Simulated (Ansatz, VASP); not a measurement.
## InSe: VASP beside Ansatz

Contents of INCAR:

```
ALGO = Normal ; EDIFF = 1E-6
ENCUT = 520 ; ISIF = 2
ISMEAR = 0 ; LASPH = True
LCHARG = False ; LREAL = False
LWAVE = False ; NBANDS = 27
NELM = 100 ; PREC = Accurate
SIGMA = 0.01
```

File KPOINTS:

```
k-points
0
Gamma
  6 6 6
```

Contents of POSCAR:

```
InSe
1.0
    2.0000000000      1.1547010000      8.4400000000
   -2.0000000000      1.1547010000      8.4400000000
    0.0000000000     -2.3094010000      8.4400000000
In Se
2 2
Direct
    0.0000000000      0.0000000000      0.0000000000
    0.1114000000      0.1114000000      0.1114000000
    0.6165000000      0.6165000000      0.6165000000
    0.8281000000      0.8281000000      0.8281000000
```

Input for Ansatz:

```yaml
crystal:
  lattice:
    - [2.0, 1.154701, 8.44]
    - [-2.0, 1.154701, 8.44]
    - [0.0, -2.309401, 8.44]
  atoms:
    - { symbol: In, position: [0.0, 0.0, 0.0] }
    - { symbol: In, position: [0.1114, 0.1114, 0.1114] }
    - { symbol: Se, position: [0.6165, 0.6165, 0.6165] }
    - { symbol: Se, position: [0.8281, 0.8281, 0.8281] }
basis:
  ecutwfc: 420.0
kpoints:
  mp_grid:
    grid: [6, 6, 6]
    shift: [0.0, 0.0, 0.0]
hamiltonian:
  xc: lda
scf:
  occupations:
    method: fixed
output:
  stress: true
```

Alike in both runs: task single point; functional LDA; k mesh 6 × 6 × 6; no spin polarisation.

```csv
,VASP,Ansatz
version,VASP 6.6.1,Ansatz 0.2.0
potentials or method,"VASP PAW LDA potentials, release 64 (In_d, Se), cutoff 520 eV","plane waves, PAW"
occupations,"gaussian, width 0.01 eV",fixed
valence electrons in the cell,38,58
```

Ansatz gave:

* pressure (GPa): -1.5
* traceless stress, the component that is largest in VASP (GPa): -0.84

Question: Estimate VASP's values.

Answer: Pressure (GPa): -1.3; traceless stress, the component that is largest in VASP (GPa): -0.83.

LDA's correlation is that of Perdew and Zunger in VASP and of Perdew and Wang (1992) in Ansatz. VASP's potentials hold 38 valence electrons a cell and Ansatz's 58, so a difference there can come from the potentials and not from the codes.
